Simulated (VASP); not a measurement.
# Ga7P8 (a cell with a defect) in VASP: notebook

Runs on Ga7P8 (a cell with a defect). Level: PBE. Tasks: single point, relaxation of the atoms.

Everything below comes from runs of VASP 6.6.1. Logs are shortened: lines on timing, memory, paths and dates and some standing lists are left out, and cuts for length are marked.

## Step 1: The cell of the first run

The cell holds a defect, 15 atoms: a = 7.785 Å, b = 7.785 Å, c = 7.785 Å, α = 60.00°, β = 60.00°, γ = 60.00°.

## Step 2: Single point, PBE

INCAR reads:

```
SYSTEM = Ga7P8
ALGO = Normal ; EDIFF = 1E-6
ENCUT = 520 ; GGA = PE
ISIF = 2 ; ISMEAR = 0
LASPH = .TRUE. ; LCHARG = .FALSE.
LREAL = Auto ; LWAVE = .FALSE.
NBANDS = 78 ; NELECT = 132.0
NELM = 100 ; PREC = Accurate
SIGMA = 0.01
```

KPOINTS reads:

```
k-points
0
G
  1 1 1
  0 0 0
```

POSCAR reads:

```
Ga7P8
1.0
    0.0000000000      5.5051169776     -5.5051169776
    5.5051169776      5.5051169776      0.0000000000
    5.5051169776      0.0000000000     -5.5051169776
Ga P
7 8
Direct
    0.4953916733      0.0046083267     -0.0046083267
    1.0046083267      0.4953916733     -0.0046083267
    1.0046083267      0.0046083267     -0.0046083267
    0.4953916733      0.4953916733      0.5046083267
    0.4953916733      0.0046083267      0.5046083267
    1.0046083267      0.4953916733      0.5046083267
    1.0000000000      0.0000000000      0.5000000000
    0.3717791482      0.3717791482      0.3846625553
    0.3749991074      0.8750002975      0.3750002975
    0.8750002975      0.3749991074      0.3750002975
    0.8750002975      0.8750002975      0.3750002975
    0.3717791482      0.3717791482      0.8717791482
    0.3717791482      0.8846625553      0.8717791482
    0.8846625553      0.3717791482      0.8717791482
    0.8750002975      0.8750002975      0.8749991074
```

Potentials or basis: VASP PAW PBE potentials, release 64 (Ga_d, P).

Command:

```sh
cat potpaw_PBE.64/Ga_d/POTCAR potpaw_PBE.64/P/POTCAR > POTCAR
mpirun -np 1 vasp_gam > vasp.out
```

OUTCAR:

```text
SYSTEM = Ga7P8
   EDIFF = 1E-6
   ENCUT = 520
   GGA = PE
   ISIF = 2
   ISMEAR = 0
   LASPH = .TRUE.
   LREAL = Auto
   NELECT = 132.0
   NELM = 100
   PREC = Accurate

 ion  position               nearest neighbor table
   1  0.495  0.005  0.995-  12 2.33  13 2.33   9 2.41  15 2.41
   2  0.005  0.495  0.995-  12 2.33  14 2.33  10 2.41  15 2.41
   3  0.005  0.005  0.995-  13 2.33  14 2.33  11 2.41  15 2.41
   4  0.495  0.495  0.505-  12 2.33   8 2.33  10 2.41   9 2.41
   5  0.495  0.005  0.505-   8 2.33  13 2.33  11 2.41   9 2.41
   6  0.005  0.495  0.505-   8 2.33  14 2.33  11 2.41  10 2.41
   7  0.000  0.000  0.500-   9 2.38  10 2.38  15 2.38  11 2.38
   8  0.372  0.372  0.385-   5 2.33   6 2.33   4 2.33
   9  0.375  0.875  0.375-   7 2.38   4 2.41   1 2.41   5 2.41
  10  0.875  0.375  0.375-   7 2.38   4 2.41   2 2.41   6 2.41
  11  0.875  0.875  0.375-   7 2.38   5 2.41   6 2.41   3 2.41
  12  0.372  0.372  0.872-   1 2.33   2 2.33   4 2.33
  13  0.372  0.885  0.872-   3 2.33   5 2.33   1 2.33
  14  0.885  0.372  0.872-   3 2.33   6 2.33   2 2.33
  15  0.875  0.875  0.875-   7 2.38   2 2.41   1 2.41   3 2.41

  LATTYP: Found a face centered cubic cell.
 ALAT       =    11.0102339552

  Lattice vectors:

 A1 = (   0.0000000000,   5.5051169776,  -5.5051169776)
 A2 = (   5.5051169776,   5.5051169776,   0.0000000000)
 A3 = (   5.5051169776,   0.0000000000,  -5.5051169776)

Analysis of symmetry for initial positions (statically):
=====================================================================
 Subroutine PRICEL returns:
 Original cell was already a primitive cell.

 Routine SETGRP: Setting up the symmetry group for a
 face centered cubic supercell.

 Subroutine GETGRP returns: Found 24 space group operations
 (whereof  4 operations were pure point group operations)
 out of a pool of 48 trial point group operations.

The static configuration has the point symmetry C_2v.
 The point group associated with its full space group is T_d .

Analysis of symmetry for dynamics (positions and initial velocities):
=====================================================================
 Subroutine PRICEL returns:
 Original cell was already a primitive cell.

 Routine SETGRP: Setting up the symmetry group for a
 face centered cubic supercell.

 Subroutine GETGRP returns: Found 24 space group operations
 (whereof  4 operations were pure point group operations)
 out of a pool of 48 trial point group operations.

The dynamic configuration has the point symmetry C_2v.
 The point group associated with its full space group is T_d .

 Subroutine INISYM returns: Found 24 space group operations
 (whereof  4 operations are pure point group operations),
 and found     1 'primitive' translations

----------------------------------------------------------------------------------------

                                     Primitive cell

  volume of cell :     333.6796

  direct lattice vectors                    reciprocal lattice vectors
     0.000000000  5.505116978 -5.505116978    -0.090824591  0.090824591 -0.090824591
     5.505116978  5.505116978  0.000000000     0.090824591  0.090824591  0.090824591
     5.505116978  0.000000000 -5.505116978     0.090824591 -0.090824591 -0.090824591

  length of vectors
     7.785411092  7.785411092  7.785411092     0.157312807  0.157312807  0.157312807

  position of ions in fractional coordinates (direct lattice)
     0.495391673  0.004608327  0.995391673
     0.004608327  0.495391673  0.995391673
     0.004608327  0.004608327  0.995391673
     0.495391673  0.495391673  0.504608327
     0.495391673  0.004608327  0.504608327
     0.004608327  0.495391673  0.504608327
     0.000000000  0.000000000  0.500000000
     0.371779148  0.371779148  0.384662555
     0.374999107  0.875000298  0.375000298
     0.875000298  0.374999107  0.375000298
     0.875000298  0.875000298  0.375000298
     0.371779148  0.371779148  0.871779148
     0.371779148  0.884662555  0.871779148
     0.884662555  0.371779148  0.871779148
     0.875000298  0.875000298  0.874999107

  ion indices of the primitive-cell ions
   primitive index   ion index
                 1           1
                 2           2
                 3           3
                 4           4
                 5           5
                 6           6
                 7           7
                 8           8
                 9           9
                10          10
                11          11
                12          12
                13          13
                14          14
                15          15

----------------------------------------------------------------------------------------

 KPOINTS: k-points

Automatic generation of k-mesh.
 Grid dimensions read from file:
 generate k-points for:    1    1    1

 Generating k-lattice:

  Cartesian coordinates                     Fractional coordinates (reciprocal lattice)
    -0.090824591  0.090824591 -0.090824591     1.000000000  0.000000000  0.000000000
     0.090824591  0.090824591  0.090824591     0.000000000  1.000000000  0.000000000
     0.090824591 -0.090824591 -0.090824591     0.000000000  0.000000000  1.000000000

  Length of vectors
     0.157312807  0.157312807  0.157312807

  Shift w.r.t. Gamma in fractional coordinates (k-lattice)
     0.000000000  0.000000000  0.000000000

 Subroutine IBZKPT returns following result:
 ===========================================

 Found      1 irreducible k-points:

 Following reciprocal coordinates:
            Coordinates               Weight
  0.000000  0.000000  0.000000      1.000000
   k-points           NKPTS =      1   k-points in BZ     NKDIM =      1   number of bands    NBANDS=     78
   number of dos      NEDOS =    301   number of ions     NIONS =     15
   total plane-waves  NPLWV = 216000
   dimension x,y,z NGX =    60 NGY =   60 NGZ =   60
   dimension x,y,z NGXF=   120 NGYF=  120 NGZF=  120
   ions per type =               7   8
   NGX,Y,Z   is equivalent  to a cutoff of  12.81, 12.81, 12.81 a.u.
   NGXF,Y,Z  is equivalent  to a cutoff of  25.62, 25.62, 25.62 a.u.
 SYSTEM =  Ga7P8
   PREC   = accura    normal or accurate (medium, high low for compatibility)
   ISTART =      0    job   : 0-new  1-cont  2-samecut
   ICHARG =      2    charge: 1-file 2-atom 10-const
   ISPIN  =      1    spin polarized calculation?
   LNONCOLLINEAR =      F non collinear calculations
   LSORBIT =      F    spin-orbit coupling
   LASPH  =      T    aspherical Exc in radial PAW
   ENCUT  =  520.0 eV  38.22 Ry    6.18 a.u.  14.48 14.48 14.48*2*pi/ulx,y,z
   NELM   =    100;   NELMIN=  2; NELMDL= -5     # of ELM steps
   EDIFF  = 0.1E-05   stopping-criterion for ELM
   LREAL  =      T    real-space projection
   EDIFFG = 0.1E-04   stopping-criterion for IOM
   NSW    =      0    number of steps for IOM
   IBRION =     -1    ionic relax: 0-MD 1-quasi-New 2-CG
   NFREE  =      0    steps in history (QN), initial steepest desc. (CG)
   ISIF   =      2    stress and relaxation
   ISYM   =      2    0-nonsym 1-usesym 2-fastsym
   POTIM  = 0.5000    time-step for ionic-motion
   TEBEG  =    0.0;   TEEND  =   0.0 temperature during run
   PSTRESS=    0.0 pullay stress
   NELECT =     132.0000    total number of electrons
   NUPDOWN=      -1.0000    fix difference up-down
   EMIN   =  10.00;   EMAX   =-10.00  energy-range for DOS
   EFERMI =   0.00;   METHOD = LEGACY
   ISMEAR =     0;   SIGMA  =   0.01  broadening in eV -4-tet -1-fermi 0-gaus
   EFERMI_NEDOS =   21; number of points for ismear=-14 and -15
   IALGO  =     38    algorithm
   IMIX   =      4    mixing-type and parameters
     AMIX     =   0.40;   BMIX     =  1.00
     AMIX_MAG =   1.60;   BMIX_MAG =  1.00
  volume/ion in A,a.u.               =      22.25       150.12
  Fermi-wavevector in a.u.,A,eV,Ry     =   1.201774  2.271024 19.650371  1.444262
  Thomas-Fermi vector in A             =   2.337574
   LORBIT       =      0    0 simple, 1 ext, 2 COOP (PROOUT), +10 PAW based schemes
   GGA     = PE    functional components
   LHFCALC =     F    Hartree Fock is set to
   AEXX    =    0.0000 exact exchange contribution
   IVDW    =     0    specifies the selected vdW correction
   LEPSILON=     F    determine dielectric tensor
   LRPA    =     F    only Hartree local field effects (RPA)
 non-spin polarized calculation
 Gauss-broadening in eV      SIGMA  =   0.01
  energy-cutoff  :      520.00
  volume of cell :      333.68
 maximum number of plane-waves:      4545
 NGX is ok and might be reduce to    60
   NGX = 29   NGY = 29   NGZ = 29

 number of electron     131.9999987 magnetization

 Free energy of the ion-electron system (eV)
  ---------------------------------------------------
  ext. energy  EPLUGINS =         0.00000000
  ---------------------------------------------------
  free energy    TOTEN  =       -46.82521492 eV

  energy without entropy =      -46.80978869  energy(sigma->0) =      -46.81750181

 E-fermi :   4.7594     XC(G=0):  -9.2465

 val. band max:        4.7563839187   @ k =   0.0000   0.0000   0.0000
 cond. band min:       5.4225603625   @ k =   0.0000   0.0000   0.0000
 fundamental gap:      0.6661764438
 Fermi energy:         4.7594294607

 k-point     1 :       0.0000    0.0000    0.0000
  band No.  band energies     occupation
      1     -10.9702      2.00000
      2     -10.9702      2.00000
      3     -10.9702      2.00000
      4     -10.9050      2.00000
      5     -10.8896      2.00000
      6     -10.8896      2.00000
      7     -10.8896      2.00000
      8     -10.8758      2.00000
      9     -10.8758      2.00000
     10     -10.8391      2.00000
     11     -10.8391      2.00000
     12     -10.8391      2.00000
     13     -10.8192      2.00000
     14     -10.8192      2.00000
     15     -10.8192      2.00000
     16     -10.8166      2.00000
     17     -10.8166      2.00000
     18     -10.8085      2.00000
     19     -10.8085      2.00000
     20     -10.8085      2.00000
     21     -10.7841      2.00000
     22     -10.7841      2.00000
     23     -10.7645      2.00000
     24     -10.7645      2.00000
     25     -10.7645      2.00000
     26     -10.7562      2.00000
     27     -10.7562      2.00000
     28     -10.7562      2.00000
     29     -10.7529      2.00000
     30     -10.7504      2.00000
     31     -10.7213      2.00000
     32     -10.7213      2.00000
     33     -10.7213      2.00000
     34     -10.7122      2.00000
     35     -10.7122      2.00000
     36      -8.1220      2.00000
     37      -6.2034      2.00000
     38      -6.2034      2.00000
     39      -6.2034      2.00000
     40      -5.8836      2.00000
     41      -5.1962      2.00000
     42      -5.1962      2.00000
     43      -5.1962      2.00000
     44      -2.7821      2.00000
     45      -2.7821      2.00000
     46      -2.6896      2.00000
     47      -2.3790      2.00000
     48      -2.3790      2.00000
     49      -2.3790      2.00000
     50       0.8952      2.00000
     51       1.4147      2.00000
     52       1.4147      2.00000
     53       1.4147      2.00000
     54       1.7237      2.00000
     55       1.7237      2.00000
     56       1.7237      2.00000
     57       2.8938      2.00000
     58       2.8938      2.00000
     59       2.9842      2.00000
     60       2.9842      2.00000
     61       2.9842      2.00000
     62       3.5681      2.00000
     63       3.5681      2.00000
     64       3.5681      2.00000
     65       4.7564      1.33334
     66       4.7564      1.33334
     67       4.7564      1.33332
     68       5.4226      0.00000
     69       5.4226      0.00000
     70       5.4226      0.00000
     71       5.5243      0.00000
     72       5.6422      0.00000
     73       5.9981      0.00000
     74       5.9981      0.00000
     75       6.1182      0.00000
     76       6.1182      0.00000
     77       6.1182      0.00000
     78       7.9537      0.00000

------------------------ aborting loop because EDIFF is reached ----------------------------------------

  FORCE on cell =-STRESS in cart. coord.  units (eV):
  Direction    XX          YY          ZZ          XY          YZ          ZX
  --------------------------------------------------------------------------------------
  -------------------------------------------------------------------------------------
  Total       20.7480918     20.7480918     20.7480918     -0.0000000      0.0000000     -0.0000000
  in kB       99.6228798     99.6228798     99.6228798     -0.0000000      0.0000000     -0.0000000
  external PRESSURE =      99.6228798 kB  Pullay stress =       0.0000000 kB

 VOLUME and BASIS-vectors are now :
 -----------------------------------------------------------------------------
  energy-cutoff  :      520.00
  volume of cell :      333.68
      direct lattice vectors                 reciprocal lattice vectors
     0.000000000  5.505116978 -5.505116978    -0.090824591  0.090824591 -0.090824591
     5.505116978  5.505116978  0.000000000     0.090824591  0.090824591  0.090824591
     5.505116978  0.000000000 -5.505116978     0.090824591 -0.090824591 -0.090824591

 POSITION                                       TOTAL-FORCE (eV/Angst)
 -----------------------------------------------------------------------------------
      5.50512      2.75256     -8.20694         0.000000      0.000000      0.024147
      8.20694      2.75256     -5.50512        -0.024147      0.000000     -0.000000
      5.50512      0.05074     -5.50512         0.000000      0.024147     -0.000000
      5.50512      5.45438     -5.50512         0.000000     -0.024147     -0.000000
      2.80330      2.75256     -5.50512         0.024147      0.000000     -0.000000
      5.50512      2.75256     -2.80330         0.000000      0.000000     -0.024147
      2.75256      0.00000     -2.75256         0.000000      0.000000     -0.000000
      4.16430      4.09338     -4.16430        -0.024180      0.024180      0.024180
      6.88140      6.88139     -4.12883         0.008798     -0.008798      0.008798
      4.12883      6.88139     -6.88140        -0.008798     -0.008798     -0.008798
      6.88140      9.63396     -6.88140         0.008798      0.008798     -0.008798
      6.84593      4.09338     -6.84593         0.024180      0.024180     -0.024180
      9.66942      6.91686     -6.84593        -0.024180     -0.024180     -0.024180
      6.84593      6.91686     -9.66942         0.024180     -0.024180      0.024180
      9.63395      9.63396     -9.63395        -0.008798      0.008798      0.008798
 -----------------------------------------------------------------------------------
    total drift:                               -0.000016     -0.000016      0.000016

  FREE ENERGIE OF THE ION-ELECTRON SYSTEM (eV)
  ---------------------------------------------------
  free  energy   TOTEN  =       -46.8252149232 eV

  energy  without entropy=      -46.8097886912  energy(sigma->0) =      -46.81750181
```

Wall time 53 s (1 thread of Intel Xeon Platinum 8559C (Emerald Rapids), shared host); peak memory 0.44 GiB.

What came out:

```
Free energy   : -46.8252 eV
Largest force : 0.042 eV/Å
```

Forces in eV/Å, atoms in the order of the input:
```
Ga   0.000  0.000  0.024
Ga  -0.024  0.000  0.000
Ga   0.000  0.024  0.000
Ga   0.000 -0.024  0.000
Ga   0.024  0.000  0.000
Ga   0.000  0.000 -0.024
Ga   0.000  0.000  0.000
P   -0.024  0.024  0.024
P    0.009 -0.009  0.009
P   -0.009 -0.009 -0.009
P    0.009  0.009 -0.009
P    0.024  0.024 -0.024
P   -0.024 -0.024 -0.024
P    0.024 -0.024  0.024
P   -0.009  0.009  0.009
```

Caveat: the k points lie up to 0.99 Å⁻¹ apart; the cell carries a net charge on a neutralising background, which shifts energy and pressure; the cell is charged against a uniform background, so pressure and absolute levels hang on convention.

## Step 3: Single point, PBE, collinear spin

INCAR reads:

```
SYSTEM = Ga7P8
PREC = Accurate ; ENCUT = 520
EDIFF = 1E-6 ; ISMEAR = 0
SIGMA = 0.01 ; LREAL = Auto
LASPH = .TRUE. ; NELM = 150
ALGO = Normal ; ISIF = 2
LWAVE = .FALSE. ; LCHARG = .FALSE.
ISPIN = 2 ; MAGMOM = 0 0 0 0 0 0 0 0.25 0 0 0 0.25 0.25 0.25 0
LORBIT = 11 ; GGA = PE
NBANDS = 82
```

KPOINTS reads:

```
Automatic mesh
0
G
  1 1 1
  0 0 0
```

POSCAR reads:

```
Ga7P8
1.0
    0.0000000000      5.5051169776     -5.5051169776
    5.5051169776      5.5051169776      0.0000000000
    5.5051169776      0.0000000000     -5.5051169776
Ga P
7 8
Direct
    0.5006868167     -0.0006868167      0.0006868167
    0.9993131833      0.5006868167      0.0006868167
    0.9993131833     -0.0006868167      0.0006868167
    0.5006868167      0.5006868167      0.4993131833
    0.5006868167     -0.0006868167      0.4993131833
    0.9993131833      0.5006868167      0.4993131833
    1.0000000000      0.0000000000      0.5000000000
    0.3658842857      0.3658842857      0.4023471428
    0.3764051813      0.8745316062      0.3745316062
    0.8745316062      0.3764051813      0.3745316062
    0.8745316062      0.8745316062      0.3745316062
    0.3658842857      0.3658842857      0.8658842857
    0.3658842857      0.9023471428      0.8658842857
    0.9023471428      0.3658842857      0.8658842857
    0.8745316062      0.8745316062      0.8764051813
```

Potentials or basis: VASP PAW PBE potentials, release 64 (Ga_d, P).

Command:

```sh
cat potpaw_PBE.64/Ga_d/POTCAR potpaw_PBE.64/P/POTCAR > POTCAR
mpirun -np 1 vasp_gam > vasp.out
```

Run time: 2 min. Hardware: 1 thread of Intel Xeon Platinum 8559C (Emerald Rapids), shared host; peak memory 0.62 GiB.

Results (log left out):

* Free energy: -52.2515 eV
* Pressure: 6.0 GPa
* Largest force: 0.017 eV/Å
* Band gap on the k mesh: 0.96 eV
* Net moment: 3.00 μB per cell
* Site moments: Ga -0.01, -0.00; P +0.38, +0.02 μB
* Valence electrons inside the program's atomic spheres: Ga 11.70, 11.66; P 2.55, 2.60

Forces on the atoms (eV/Å):
```
Ga   0.000  0.000  0.005
Ga  -0.005  0.000  0.000
Ga   0.000  0.005  0.000
Ga   0.000 -0.005  0.000
Ga   0.005  0.000  0.000
Ga   0.000  0.000 -0.005
Ga   0.000  0.000  0.000
P   -0.004  0.004  0.004
P   -0.010  0.010 -0.010
P    0.010  0.010  0.010
P   -0.010 -0.010  0.010
P    0.004  0.004 -0.004
P   -0.004 -0.004 -0.004
P    0.004 -0.004  0.004
P    0.010 -0.010 -0.010
```

Levels at points of the mesh, in eV from the valence-band top:
Spin up:
```tsv
k point	band 64	band 65	band 66	band 67	band 68	band 69	band 70	band 71
(0.00, 0.00, 0.00)	-0.91	0.00	0.00	0.00	1.06	1.17	1.17	1.17
```
Spin down:
```
           k point  band 62  band 63  band 64  band 65  band 66  band 67
(0.00, 0.00, 0.00)    -0.70    -0.70    -0.70     0.96     0.96     0.96
```

Caveat: the k points lie up to 0.99 Å⁻¹ apart.

[end of part 1 of 2]
